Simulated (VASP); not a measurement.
# TaN (Fm-3m) in VASP: a series of runs, part 2 of 2

VASP 6.6.1. The steps go on from the part before.

### Step 3. Single point, PBE (strain +0.080 along x and y, +0.080 along z)

File INCAR:

```
SYSTEM = TaN
PREC     = Accurate       ! precision mode
ENCUT    = 600            ! plane-wave cutoff, eV
EDIFF    = 1E-6           ! SCF threshold, eV
ISMEAR   = 0              ! smearing method
SIGMA    = 0.15           ! smearing width, eV
LREAL    = .FALSE.        ! projectors in reciprocal space
LASPH    = .TRUE.         ! aspherical terms in the spheres
NELM     = 120            ! most SCF steps
ALGO     = Normal         ! electronic algorithm
ISIF     = 2              ! what is computed and relaxed
LWAVE    = .FALSE.        ! write WAVECAR
LCHARG   = .TRUE.         ! write CHGCAR
GGA      = PE             ! functional
LELF     = .TRUE.         ! ELF
LVHAR    = .TRUE.       
NBANDS   = 15             ! bands
GGA_COMPAT= .FALSE.
```

File KPOINTS:

```
regular mesh
0
G
  18 18 18
  0 0 0
```

File POSCAR:

```
TaN
1.0
    0.0000000000      2.3533200000      2.3533200000
    2.3533200000      0.0000000000      2.3533200000
    2.3533200000      2.3533200000      0.0000000000
Ta N
1 1
Direct
    0.5000000000      0.5000000000      0.5000000000
    0.0000000000      0.0000000000      0.0000000000
```

Potentials or basis: VASP PAW PBE potentials, release 64 (Ta_pv, N).

Run with:

```bash
$ cat potpaw_PBE.64/Ta_pv/POTCAR potpaw_PBE.64/N/POTCAR > POTCAR
$ mpirun -np 1 vasp_std > vasp.out
```

OUTCAR:

```text
SYSTEM = TaN
   PREC = Accurate
   ENCUT = 600
   EDIFF = 1E-6
   ISMEAR = 0
   LREAL = .FALSE.
   LASPH = .TRUE.
   NELM = 120
   ISIF = 2
   GGA = PE

 ion  position               nearest neighbor table
   1  0.500  0.500  0.500-   2 2.35   2 2.35   2 2.35   2 2.35   2 2.35   2 2.35
   2  0.000  0.000  0.000-   1 2.35   1 2.35   1 2.35   1 2.35   1 2.35   1 2.35

  LATTYP: Found a face centered cubic cell.
 ALAT       =     4.7066400000

  Lattice vectors:

 A1 = (   0.0000000000,   2.3533200000,   2.3533200000)
 A2 = (   2.3533200000,   0.0000000000,   2.3533200000)
 A3 = (   2.3533200000,   2.3533200000,   0.0000000000)

Analysis of symmetry for initial positions (statically):
=====================================================================
 Subroutine PRICEL returns:
 Original cell was already a primitive cell.

 Routine SETGRP: Setting up the symmetry group for a
 face centered cubic supercell.

 Subroutine GETGRP returns: Found 48 space group operations
 (whereof 48 operations were pure point group operations)
 out of a pool of 48 trial point group operations.

The static configuration has the point symmetry O_h .

Analysis of symmetry for dynamics (positions and initial velocities):
=====================================================================
 Subroutine PRICEL returns:
 Original cell was already a primitive cell.

 Routine SETGRP: Setting up the symmetry group for a
 face centered cubic supercell.

 Subroutine GETGRP returns: Found 48 space group operations
 (whereof 48 operations were pure point group operations)
 out of a pool of 48 trial point group operations.

The dynamic configuration has the point symmetry O_h .

 Subroutine INISYM returns: Found 48 space group operations
 (whereof 48 operations are pure point group operations),
 and found     1 'primitive' translations

----------------------------------------------------------------------------------------

[... 116 lines left out ...]
   LORBIT       =      0    0 simple, 1 ext, 2 COOP (PROOUT), +10 PAW based schemes
   GGA     = PE    functional components
   LHFCALC =     F    Hartree Fock is set to
   AEXX    =    0.0000 exact exchange contribution
   IVDW    =     0    specifies the selected vdW correction
   LEPSILON=     F    determine dielectric tensor
   LRPA    =     F    only Hartree local field effects (RPA)
 non-spin polarized calculation
 Gauss-broadening in eV      SIGMA  =   0.15
  energy-cutoff  :      600.00
  volume of cell :       26.07
 maximum number of plane-waves:       893
   NGX = 13   NGY = 13   NGZ = 13

 number of electron      16.0000000 magnetization

 Free energy of the ion-electron system (eV)
  ---------------------------------------------------
  ext. energy  EPLUGINS =         0.00000000
  ---------------------------------------------------
  free energy    TOTEN  =       -21.16356033 eV

  energy without entropy =      -21.15061857  energy(sigma->0) =      -21.15708945

 E-fermi :   7.3353     XC(G=0): -12.3427

 val. band max:        7.3324123455   @ k =   0.3333   0.0000   0.0000
 cond. band min:       7.3363026226   @ k =   0.2222   0.1667   0.0556
 fundamental gap:      0.0038902771
 Fermi energy:         7.3352837221

 k-point     1 :       0.0000    0.0000    0.0000
  band No.  band energies     occupation
      1     -28.7913      2.00000
      2     -28.7913      2.00000
      3     -28.7913      2.00000
      4      -9.8652      2.00000
      5       4.1269      2.00000
      6       4.1269      2.00000
      7       4.1269      2.00000
      8       5.7408      2.00000
      9       5.7408      2.00000
     10       5.7408      2.00000
     11       7.3509      0.88303
     12       7.3670      0.76510
     13       7.3670      0.76508
     14      16.6627      0.00000
[... 401 lines left out ...]
      2     -28.8241      2.00000
      3     -28.8067      2.00000
      4      -9.0058      2.00000
      5       0.8341      2.00000
      6       2.1234      2.00000
      7       2.4107      2.00000
      8       6.5608      2.00000
      9       6.7463      2.00000
     10       7.4093      0.48508
     11       9.3022      0.00000
     12      10.5817      0.00000
     13      10.6478      0.00000
     14      18.3564      0.00000
     15      19.3034      0.00000

 [... further k-points ...]
[... 5 lines left out ...]
  --------------------------------------------------------------------------------------
  -------------------------------------------------------------------------------------
  Total       -6.6278929     -6.6278929     -6.6278929     -0.0000000     -0.0000000      0.0000000
  in kB     -407.3925793   -407.3925793   -407.3925793     -0.0000000     -0.0000000      0.0000000
  external PRESSURE =    -407.3925793 kB  Pullay stress =       0.0000000 kB

 VOLUME and BASIS-vectors are now :
 -----------------------------------------------------------------------------
  energy-cutoff  :      600.00
  volume of cell :       26.07
      direct lattice vectors                 reciprocal lattice vectors
     0.000000000  2.353320000  2.353320000    -0.212465793  0.212465793  0.212465793
     2.353320000  0.000000000  2.353320000     0.212465793 -0.212465793  0.212465793
     2.353320000  2.353320000  0.000000000     0.212465793  0.212465793 -0.212465793

 POSITION                                       TOTAL-FORCE (eV/Angst)
 -----------------------------------------------------------------------------------
      2.35332      2.35332      2.35332         0.000000     -0.000000      0.000000
      0.00000      0.00000      0.00000        -0.000000      0.000000     -0.000000
 -----------------------------------------------------------------------------------
    total drift:                                0.000000      0.000000      0.000000

  FREE ENERGIE OF THE ION-ELECTRON SYSTEM (eV)
  ---------------------------------------------------
  free  energy   TOTEN  =       -21.1635603253 eV

  energy  without entropy=      -21.1506185718  energy(sigma->0) =      -21.15708945
```

OSZICAR:

```text
N       E                     dE             d eps       ncg     rms          rms(c)
DAV:   1     0.964859423880E+02    0.96486E+02   -0.94840E+03  5850   0.122E+03
DAV:   2    -0.209875211649E+02   -0.11747E+03   -0.11002E+03  7313   0.315E+02
DAV:   3    -0.243312791975E+02   -0.33438E+01   -0.33123E+01  6634   0.498E+01
DAV:   4    -0.243483906303E+02   -0.17111E-01   -0.17104E-01  7509   0.377E+00
DAV:   5    -0.243485187997E+02   -0.12817E-03   -0.12817E-03  6711   0.305E-01    0.162E+01
DAV:   6    -0.214289097921E+02    0.29196E+01   -0.71550E+00  7358   0.267E+01    0.648E+00
DAV:   7    -0.212105109262E+02    0.21840E+00   -0.65584E-01  6137   0.729E+00    0.452E+00
DAV:   8    -0.211715923459E+02    0.38919E-01   -0.25609E-01  6676   0.446E+00    0.129E+00
DAV:   9    -0.211636546394E+02    0.79377E-02   -0.26336E-02  6543   0.142E+00    0.403E-01
DAV:  10    -0.211635901695E+02    0.64470E-04   -0.89582E-04  7623   0.300E-01    0.106E-01
DAV:  11    -0.211635595626E+02    0.30607E-04   -0.23219E-05  6690   0.438E-02    0.158E-02
DAV:  12    -0.211635603253E+02   -0.76270E-06   -0.22666E-06  7212   0.155E-02
   1 F= -.21163560E+02 E0= -.21157089E+02  d E =-.129418E-01
```

stdout:

```text
POSCAR found type information on POSCAR TaN
 POSCAR found :  2 types and       2 ions
 scaLAPACK will be used
 LDA part: xc-table for (Slater+PW92), standard interpolation
 POSCAR, INCAR and KPOINTS ok, starting setup
 FFT: planning ... GRIDC
 FFT: planning ... GRID_SOFT
 FFT: planning ... GRID
 WAVECAR not read
 entering main loop
```

It took 43 s on 1 thread of Intel Xeon Platinum 8559C (Emerald Rapids), shared host; peak memory 0.23 GiB.

Results:

- Free energy: -21.1636 eV
- Pressure: -40.7 GPa
- Band gap on the k mesh: zero (bands 8 and 9 overlap by 2.94 eV)

Caveat: the cell differs from its parent crystal (strain +0.080 along x and y, +0.080 along z); the cell stands under tension; spin-orbit coupling is left out, which moves the levels of the heavy elements.
